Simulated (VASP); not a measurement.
Input of a VASP 6.6.1 run:

Contents of INCAR:

```
SYSTEM = NiO
PREC = Accurate
ENCUT = 520
EDIFF = 1E-6
ISMEAR = 0
SIGMA = 0.1
LREAL = .False.
LASPH = .True.
NELM = 150
ALGO = Normal
ISIF = 2
LWAVE = .False.
LCHARG = .True.
ISPIN = 2
MAGMOM = 1.89 0.22
LORBIT = 11
LMAXMIX = 4
LDAU = .True.
LDAUTYPE = 2
LDAUL = 2 -1
LDAUU = 6.2 0
LDAUJ = 0 0
LDAUPRINT = 1
GGA = PE
LELF = .True.
LVHAR = .True.
NBANDS = 19
```

Contents of KPOINTS:

```
Automatic mesh
0
Gamma
  8 8 8
  0 0 0
```

POSCAR

```
NiO
1.0
    0.0000000000      2.1335499700      2.1335499700
    2.1335499700      0.0000000000      2.1335499700
    2.1335499700      2.1335499700      0.0000000000
Ni O
1 1
Direct
    0.0000000000      0.0000000000      0.0000000000
    0.5000000000      0.5000000000      0.5000000000
```

Potentials or basis: VASP PAW PBE potentials, release 64 (Ni, O).

Command:

```console
$ cat potpaw_PBE.64/Ni/POTCAR potpaw_PBE.64/O/POTCAR > POTCAR
$ mpirun -np 1 vasp_std > vasp.out
```

**Question.** What does it give for the band gap on the k mesh?

**Answer.** 2.36 eV, indirect (least direct gap 3.22 eV).

**Question.** Predict the pressure.

**Answer.** -8.2 GPa.

Eigenvalues of the final occupation matrices:
| site | spin | trace | eigenvalues |
| --- | --- | --- | --- |
| site 1 d | 1 | 5.00 | 0.98 0.98 0.98 1.03 1.03 |
| site 1 d | 2 | 3.20 | 0.13 0.13 0.98 0.98 0.98 |

Caveat: a cell with one magnetic atom can't hold antiferromagnetic order, which such compounds often take. A k mesh can miss the band edges.
